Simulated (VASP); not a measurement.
# TaC (Fm-3m) in VASP: a series of runs

The runs below take TaC through single point, with PBE.

All numbers are computed with VASP 6.6.1; they aren't measurements. Logs are shortened: lines on timing, memory, paths and dates and some standing lists are left out, and cuts for length are marked.

### 1 The cell of the first run

It takes space group Fm-3m (No. 225, cubic). Conventional cell: a = 4.562 Å, b = 4.562 Å, c = 4.562 Å, α = 90.00°, β = 90.00°, γ = 90.00°. Ta (site symmetry m-3m) has 6 C at 2.28 Å within 3.0 Å. C (site symmetry m-3m) has 6 Ta at 2.28 Å within 3.0 Å.

### 2 Single point, PBE

The input, INCAR:

```
SYSTEM = TaC
PREC = Accurate ; ENCUT = 600
EDIFF = 1E-6 ; ISMEAR = -1
SIGMA = 0.1 ; LREAL = .False.
LASPH = .True. ; NELM = 120
ALGO = Normal ; ISIF = 2
LWAVE = .False. ; LCHARG = .False.
GGA = PE ; NBANDS = 14
GGA_COMPAT = .False.
```

The input, KPOINTS:

```
Automatic mesh
0
Gamma
  11 11 11
  0 0 0
```

The input, POSCAR:

```
TaC
1.0
    0.0000000000      2.2807659177      2.2807659177
    2.2807659177      0.0000000000      2.2807659177
    2.2807659177      2.2807659177      0.0000000000
Ta C
1 1
Direct
    0.0000000000      0.0000000000      0.0000000000
    0.5000000000      0.5000000000      0.5000000000
```

Potentials or basis: VASP PAW PBE potentials, release 64 (Ta_pv, C).

Run with:

```bash
> cat potpaw_PBE.64/Ta_pv/POTCAR potpaw_PBE.64/C/POTCAR > POTCAR
> mpirun -np 1 vasp_std > vasp.out
```

OUTCAR:

```text
SYSTEM = TaC
   PREC = Accurate
   ENCUT = 600
   EDIFF = 1E-6
   ISMEAR = -1
   LREAL = .False.
   LASPH = .True.
   NELM = 120
   ISIF = 2
   GGA = PE

 ion  position               nearest neighbor table
   1  0.000  0.000  0.000-   2 2.28   2 2.28   2 2.28   2 2.28   2 2.28   2 2.28
   2  0.500  0.500  0.500-   1 2.28   1 2.28   1 2.28   1 2.28   1 2.28   1 2.28

  LATTYP: Found a face centered cubic cell.
 ALAT       =     4.5615318354

  Lattice vectors:

 A1 = (   0.0000000000,   2.2807659177,   2.2807659177)
 A2 = (   2.2807659177,   0.0000000000,   2.2807659177)
 A3 = (   2.2807659177,   2.2807659177,   0.0000000000)

Analysis of symmetry for initial positions (statically):
=====================================================================
 Subroutine PRICEL returns:
 Original cell was already a primitive cell.

 Routine SETGRP: Setting up the symmetry group for a
 face centered cubic supercell.

 Subroutine GETGRP returns: Found 48 space group operations
 (whereof 48 operations were pure point group operations)
 out of a pool of 48 trial point group operations.

The static configuration has the point symmetry O_h .

Analysis of symmetry for dynamics (positions and initial velocities):
=====================================================================
 Subroutine PRICEL returns:
 Original cell was already a primitive cell.

 Routine SETGRP: Setting up the symmetry group for a
 face centered cubic supercell.

 Subroutine GETGRP returns: Found 48 space group operations
 (whereof 48 operations were pure point group operations)
 out of a pool of 48 trial point group operations.

The dynamic configuration has the point symmetry O_h .

 Subroutine INISYM returns: Found 48 space group operations
 (whereof 48 operations are pure point group operations),
 and found     1 'primitive' translations

----------------------------------------------------------------------------------------

                                     Primitive cell

  volume of cell :      23.7286

  direct lattice vectors                    reciprocal lattice vectors
     0.000000000  2.280765918  2.280765918    -0.219224602  0.219224602  0.219224602
     2.280765918  0.000000000  2.280765918     0.219224602 -0.219224602  0.219224602
     2.280765918  2.280765918  0.000000000     0.219224602  0.219224602 -0.219224602

  length of vectors
     3.225490093  3.225490093  3.225490093     0.379708149  0.379708149  0.379708149

  position of ions in fractional coordinates (direct lattice)
     0.000000000  0.000000000  0.000000000
     0.500000000  0.500000000  0.500000000

  ion indices of the primitive-cell ions
   primitive index   ion index
                 1           1
                 2           2

----------------------------------------------------------------------------------------

 KPOINTS: Automatic mesh

Automatic generation of k-mesh.
 Grid dimensions read from file:
 generate k-points for:   11   11   11

 Generating k-lattice:

  Cartesian coordinates                     Fractional coordinates (reciprocal lattice)
    -0.019929509  0.019929509  0.019929509     0.090909091  0.000000000  0.000000000
     0.019929509 -0.019929509  0.019929509     0.000000000  0.090909091  0.000000000
     0.019929509  0.019929509 -0.019929509     0.000000000  0.000000000  0.090909091

  Length of vectors
     0.034518923  0.034518923  0.034518923

  Shift w.r.t. Gamma in fractional coordinates (k-lattice)
     0.000000000  0.000000000  0.000000000

 Subroutine IBZKPT returns following result:
 ===========================================

 Found     56 irreducible k-points:

 Following reciprocal coordinates:
            Coordinates               Weight
  0.000000  0.000000  0.000000      1.000000
  0.090909  0.000000  0.000000      8.000000
  0.181818  0.000000  0.000000      8.000000
  0.272727  0.000000  0.000000      8.000000
  0.363636  0.000000  0.000000      8.000000
  0.454545  0.000000  0.000000      8.000000
[... 16 lines left out ...]
 -0.272727  0.181818  0.000000     24.000000
 -0.181818  0.181818  0.000000     12.000000
 [... further k-points ...]
   k-points           NKPTS =     56   k-points in BZ     NKDIM =     56   number of bands    NBANDS=     14
   number of dos      NEDOS =    301   number of ions     NIONS =      2
   total plane-waves  NPLWV =  21952
   dimension x,y,z NGX =    28 NGY =   28 NGZ =   28
   dimension x,y,z NGXF=    56 NGYF=   56 NGZF=   56
   ions per type =               1   1
   NGX,Y,Z   is equivalent  to a cutoff of  14.43, 14.43, 14.43 a.u.
   NGXF,Y,Z  is equivalent  to a cutoff of  28.86, 28.86, 28.86 a.u.
 SYSTEM =  TaC
   PREC   = accura    normal or accurate (medium, high low for compatibility)
   ISTART =      0    job   : 0-new  1-cont  2-samecut
   ICHARG =      2    charge: 1-file 2-atom 10-const
   ISPIN  =      1    spin polarized calculation?
   LNONCOLLINEAR =      F non collinear calculations
   LSORBIT =      F    spin-orbit coupling
   LASPH  =      T    aspherical Exc in radial PAW
   ENCUT  =  600.0 eV  44.10 Ry    6.64 a.u.   6.44  6.44  6.44*2*pi/ulx,y,z
   NELM   =    120;   NELMIN=  2; NELMDL= -5     # of ELM steps
   EDIFF  = 0.1E-05   stopping-criterion for ELM
   LREAL  =      F    real-space projection
   EDIFFG = 0.1E-04   stopping-criterion for IOM
   NSW    =      0    number of steps for IOM
   IBRION =     -1    ionic relax: 0-MD 1-quasi-New 2-CG
   NFREE  =      0    steps in history (QN), initial steepest desc. (CG)
   ISIF   =      2    stress and relaxation
   ISYM   =      2    0-nonsym 1-usesym 2-fastsym
   POTIM  = 0.5000    time-step for ionic-motion
   TEBEG  =    0.0;   TEEND  =   0.0 temperature during run
   PSTRESS=    0.0 pullay stress
   NELECT =      15.0000    total number of electrons
   NUPDOWN=      -1.0000    fix difference up-down
   EMIN   =  10.00;   EMAX   =-10.00  energy-range for DOS
   EFERMI =   0.00;   METHOD = LEGACY
   ISMEAR =    -1;   SIGMA  =   0.10  broadening in eV -4-tet -1-fermi 0-gaus
   EFERMI_NEDOS =   21; number of points for ismear=-14 and -15
   IALGO  =     38    algorithm
   IMIX   =      4    mixing-type and parameters
     AMIX     =   0.40;   BMIX     =  1.00
     AMIX_MAG =   1.60;   BMIX_MAG =  1.00
  volume/ion in A,a.u.               =      11.86        80.06
  Fermi-wavevector in a.u.,A,eV,Ry     =   1.405016  2.655095 26.858844  1.974069
  Thomas-Fermi vector in A             =   2.527519
   LORBIT       =      0    0 simple, 1 ext, 2 COOP (PROOUT), +10 PAW based schemes
   GGA     = PE    functional components
   LHFCALC =     F    Hartree Fock is set to
   AEXX    =    0.0000 exact exchange contribution
   IVDW    =     0    specifies the selected vdW correction
   LEPSILON=     F    determine dielectric tensor
   LRPA    =     F    only Hartree local field effects (RPA)
 non-spin polarized calculation
  energy-cutoff  :      600.00
  volume of cell :       23.73
 maximum number of plane-waves:       821
 NGX is ok and might be reduce to    28
   NGX = 13   NGY = 13   NGZ = 13

 number of electron      15.0000000 magnetization

 Free energy of the ion-electron system (eV)
  ---------------------------------------------------
  ext. energy  EPLUGINS =         0.00000000
  ---------------------------------------------------
  free energy    TOTEN  =       -22.14878729 eV

  energy without entropy =      -22.12598825  energy(sigma->0) =      -22.13738777

 E-fermi :   7.7331     XC(G=0): -12.8341

 val. band max:        7.7257413239   @ k =  -0.1818   0.1818   0.0000
 cond. band min:       7.7728382937   @ k =   0.0909   0.0000   0.0000
 fundamental gap:      0.0470969698
 Fermi energy:         7.7330940131

 k-point     1 :       0.0000    0.0000    0.0000
  band No.  band energies     occupation
      1     -27.5829      2.00000
      2     -27.5829      2.00000
      3     -27.5829      2.00000
      4      -6.6320      2.00000
      5       6.4805      1.99999
      6       6.4805      1.99999
      7       6.4805      1.99999
      8       7.2515      1.98394
      9       7.2515      1.98394
     10       7.2515      1.98394
     11       8.2664      0.00961
     12       8.2664      0.00961
     13      13.4471      0.00000
     14      17.6628      0.00000

 k-point     2 :       0.0909    0.0000    0.0000
  band No.  band energies     occupation
      1     -27.6280      2.00000
      2     -27.5876      2.00000
      3     -27.5876      2.00000
      4      -6.4225      2.00000
      5       5.4711      2.00000
      6       5.8713      2.00000
      7       5.8713      2.00000
      8       6.9456      1.99924
      9       6.9456      1.99924
     10       7.7728      0.80385
     11       9.6031      0.00000
     12       9.6031      0.00000
     13      13.9066      0.00000
     14      18.1871      0.00000

 k-point     3 :       0.1818    0.0000    0.0000
  band No.  band energies     occupation
      1     -27.7473      2.00000
      2     -27.6003      2.00000
      3     -27.6003      2.00000
      4      -5.8248      2.00000
      5       3.9121      2.00000
      6       4.6465      2.00000
      7       4.6465      2.00000
      8       7.4647      1.87214
      9       7.4647      1.87214
     10       8.2451      0.01188
     11      11.5248      0.00000
     12      11.5248      0.00000
     13      14.9175      0.00000
     14      19.4242      0.00000
[... 324 lines left out ...]
 k-point    23 :      -0.2727    0.1818    0.0000
  band No.  band energies     occupation
      1     -27.9712      2.00000
      2     -27.7486      2.00000
      3     -27.6304      2.00000
      4      -3.9107      2.00000
      5       1.0933      2.00000
      6       3.0113      2.00000
      7       3.2399      2.00000
      8       8.4705      0.00125
      9       9.7429      0.00000
     10      10.5366      0.00000
     11      12.1440      0.00000
     12      15.7873      0.00000
     13      16.4679      0.00000
     14      20.2408      0.00000

 k-point    24 :      -0.1818    0.1818    0.0000
  band No.  band energies     occupation
      1     -27.8826      2.00000
      2     -27.7045      2.00000
      3     -27.6090      2.00000
      4      -4.7179      2.00000
      5       2.1053      2.00000
      6       3.3853      2.00000
      7       3.7003      2.00000
      8       7.7257      1.03675
      9       9.6443      0.00000
     10       9.6643      0.00000
     11      11.0123      0.00000
     12      15.1299      0.00000
     13      16.0589      0.00000
     14      20.4286      0.00000

 [... further k-points ...]

------------------------ aborting loop because EDIFF is reached ----------------------------------------

  FORCE on cell =-STRESS in cart. coord.  units (eV):
  Direction    XX          YY          ZZ          XY          YZ          ZX
  --------------------------------------------------------------------------------------
  -------------------------------------------------------------------------------------
  Total       -2.3564843     -2.3564843     -2.3564843      0.0000000      0.0000000     -0.0000000
  in kB     -159.1120207   -159.1120207   -159.1120207      0.0000000      0.0000000     -0.0000000
  external PRESSURE =    -159.1120207 kB  Pullay stress =       0.0000000 kB

 VOLUME and BASIS-vectors are now :
 -----------------------------------------------------------------------------
  energy-cutoff  :      600.00
  volume of cell :       23.73
      direct lattice vectors                 reciprocal lattice vectors
     0.000000000  2.280765918  2.280765918    -0.219224602  0.219224602  0.219224602
     2.280765918  0.000000000  2.280765918     0.219224602 -0.219224602  0.219224602
     2.280765918  2.280765918  0.000000000     0.219224602  0.219224602 -0.219224602

 POSITION                                       TOTAL-FORCE (eV/Angst)
 -----------------------------------------------------------------------------------
      0.00000      0.00000      0.00000        -0.000000      0.000000      0.000000
      2.28077      2.28077      2.28077         0.000000     -0.000000     -0.000000
 -----------------------------------------------------------------------------------
    total drift:                                0.000000      0.000000      0.000000

  FREE ENERGIE OF THE ION-ELECTRON SYSTEM (eV)
  ---------------------------------------------------
  free  energy   TOTEN  =       -22.1487872860 eV

  energy  without entropy=      -22.1259882522  energy(sigma->0) =      -22.13738777
```

Wall time 32 s (1 thread of Intel Xeon 8259CL, shared host); peak memory 0.17 GiB.

Results:

- Free energy: -22.1488 eV
- Pressure: -15.9 GPa

Caveat: spin-orbit coupling is left out, which moves the levels of the heavy elements.

### 3 Single point, PBE

This run uses another cell than the first one, of 12.30 Å³/atom, 1.037 times its volume.

The input, INCAR:

```
SYSTEM = TaC
ALGO = Normal
EDIFF = 1E-6
ENCUT = 600
GGA = PE
GGA_COMPAT = .False.
ISIF = 2
ISMEAR = -1
LASPH = .True.
LCHARG = .False.
LREAL = .False.
LWAVE = .False.
NBANDS = 14
NELM = 120
PREC = Accurate
SIGMA = 0.1
```

The input, KPOINTS:

```
k-points
0
Gamma
  11 11 11
  0 0 0
```

The input, POSCAR:

```
TaC
1.0
    0.0000000000      2.3085828777      2.3085828777
    2.3085828777      0.0000000000      2.3085828777
    2.3085828777      2.3085828777      0.0000000000
Ta C
1 1
Direct
    0.0000000000      0.0000000000      0.0000000000
    0.5000000000      0.5000000000      0.5000000000
```

Potentials or basis: VASP PAW PBE potentials, release 64 (Ta_pv, C).

Run with:

```bash
> cat potpaw_PBE.64/Ta_pv/POTCAR potpaw_PBE.64/C/POTCAR > POTCAR
> mpirun -np 1 vasp_std > vasp.out
```

It took 38 s on 1 thread of Intel Xeon 8259CL, shared host; peak memory 0.17 GiB.

The run converged. Its results:

* Free energy: -22.0381 eV
* Pressure: -24.4 GPa

Levels at points of the mesh, in eV from the Fermi level:
| k point | band 6 | band 7 | band 8 | band 9 | band 10 | band 11 |
| --- | --- | --- | --- | --- | --- | --- |
| (0.00, 0.00, 0.00) | -1.19 | -1.19 | -0.45 | -0.45 | -0.45 | 0.50 |

Caveat: spin-orbit coupling is left out, which moves the levels of the heavy elements.
